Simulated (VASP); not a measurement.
# Rh: single point with PBEsol

Rh:

```
Rh
1.0
     0.00000    1.73173    2.25125
     1.73173    0.00000    2.25125
     1.73173    1.73173    0.00000
Rh
1
Direct
  0.00000 0.00000 0.00000
```

This cell differs from its parent crystal: ratio of the length along z to the lengths across it x 1.3, volume and fractional coordinates fixed.

```yaml
Program: VASP 6.6.1
Task: single point
Functional: PBEsol
Potentials_or_basis: VASP PAW PBE potentials, release 64 (Rh_pv)
Cutoff: 520 eV
k_mesh: 30 × 30 × 30
Occupations: gaussian, width 0.15 eV
Spin: no spin polarisation
Dipole_correction: no
Further_INCAR_settings: ALGO = Fast; EDIFF = 1e-06; NBANDS = 14
```

The pressure is 13.2 GPa and the band gap on the k mesh is zero (an odd number of electrons rules out a gap without spin polarisation).

Stress tensor (GPa, compression positive):
```
 32.41   0.00   0.00
  0.00  32.41   0.00
  0.00   0.00 -25.33
```

Levels at points of the mesh, in eV from the Fermi level:
| k point | band 5 | band 6 | band 7 | band 8 | band 9 | band 10 |
| --- | --- | --- | --- | --- | --- | --- |
| (0.00, 0.00, 0.00) | -5.10 | -3.14 | -1.68 | -1.68 | 0.66 | 17.01 |
| (0.50, 0.00, 0.00) | -4.45 | -1.87 | 0.32 | 0.90 | 0.94 | 9.35 |
| (0.50, 0.50, 0.00) | -6.29 | 0.16 | 0.90 | 0.90 | 1.11 | 7.99 |
| (0.50, 0.00, 0.50) | -5.68 | -0.60 | 0.16 | 2.66 | 5.38 | 11.28 |

Run time: 6.6 min on 1 thread of Intel Xeon 8259CL (shared host), peak memory 0.44 GiB.

Caveat: the stress differs along the axes, from -25 to 32 GPa; the PAW data sets were made with another functional, which shifts forces and pressure a little.
